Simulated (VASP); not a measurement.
Write the native input for VASP 6.6.1 that does the following.

```yaml
Task: single point
Functional: PBE
Potentials_or_basis: VASP PAW PBE potentials, release 64 (Cu)
Cutoff: 520 eV
k_mesh: 20 × 20 × 20
Occupations: gaussian, width 0.1 eV
Spin: no spin polarisation
Dipole_correction: no
Further_INCAR_settings: ALGO = Normal; EDIFF = 1e-06; NBANDS = 12
```

The structure of Cu lies in POSCAR:

```
Cu
1.0
    0.0000000000      1.8504689540      1.8504689540
    1.8504689540      0.0000000000      1.8504689540
    1.8504689540      1.8504689540      0.0000000000
Cu
1
Direct
    0.0000000000      0.0000000000      0.0000000000
```

This cell differs from its parent crystal: volume scaled by 1.06.

One way to write it, as run:

INCAR

```
PREC = Accurate ; ENCUT = 520
EDIFF = 1E-6 ; ISMEAR = 0
SIGMA = 0.1 ; LREAL = F
LASPH = T ; NELM = 60
ALGO = Normal ; ISIF = 2
LWAVE = F ; LCHARG = F
GGA = PE ; NBANDS = 12
```

KPOINTS

```
regular mesh
0
Gamma
  20 20 20
```

Potentials or basis: VASP PAW PBE potentials, release 64 (Cu).

The run is started by

```sh
$ cat potpaw_PBE.64/Cu/POTCAR > POTCAR
$ mpirun -np 1 vasp_std > vasp.out
```

It gave:

```yaml
Pressure: -6.4 GPa
```

Wall time 37 s on 1 thread of Intel(R) Xeon(R) Platinum 8259CL CPU @ 2.50GHz (Skylake/Cascade Lake), on a shared host, peak memory 0.15 GiB.
